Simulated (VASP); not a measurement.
Here is a VASP 6.6.1 calculation.

The input INCAR:

```
SYSTEM = Ge4MoW
  PREC = Accurate
  ENCUT = 520
  EDIFF = 1E-7
  ISMEAR = 0
  SIGMA = 0.1
  LREAL = .FALSE.
  LASPH = .TRUE.
  NELM = 100
  ALGO = Normal
  ISIF = 2
  LWAVE = .FALSE.
  LCHARG = .FALSE.
  GGA = PE
  NBANDS = 51
```

File KPOINTS:

```
regular mesh
0
G
  10 10 8
  0 0 0
```

The input POSCAR:

```
Ge4MoW
1.0
    2.3849630178     -4.1851094761      0.0000000000
    2.3849630178      4.1851094761      0.0000000000
    0.0000000000      0.0000000000      4.7699302069
Ge Mo W
4 1 1
Direct
    0.3383582833      0.6616417167      0.0000000000
    0.8387461418      0.1612538582      0.5000000000
    0.6616417167      0.3383582833      0.0000000000
    0.1612538582      0.8387461418      0.5000000000
    0.0000000000      0.0000000000      0.0000000000
    0.5000000000      0.5000000000      0.5000000000
```

Potentials or basis: VASP PAW PBE potentials, release 64 (Ge_d, Mo_sv, W_sv).

Command:

```sh
$ cat potpaw_PBE.64/Ge_d/POTCAR potpaw_PBE.64/Mo_sv/POTCAR potpaw_PBE.64/W_sv/POTCAR > POTCAR
$ mpirun -np 1 vasp_std > vasp.out
```

Estimate the largest force.

0.006 eV/Å.

Estimate the band gap on the k mesh.

zero (bands 42 and 43 overlap by 0.91 eV).

Forces in eV/Å, atoms in the order of the input:
```
Ge   0.000  0.006  0.000
Ge   0.000  0.005  0.000
Ge   0.000 -0.006  0.000
Ge   0.000 -0.005  0.000
Mo   0.000  0.000  0.000
W    0.000  0.000  0.000
```

Caveat: the cell stands under tension; spin-orbit coupling is left out, which moves the levels of the heavy elements.
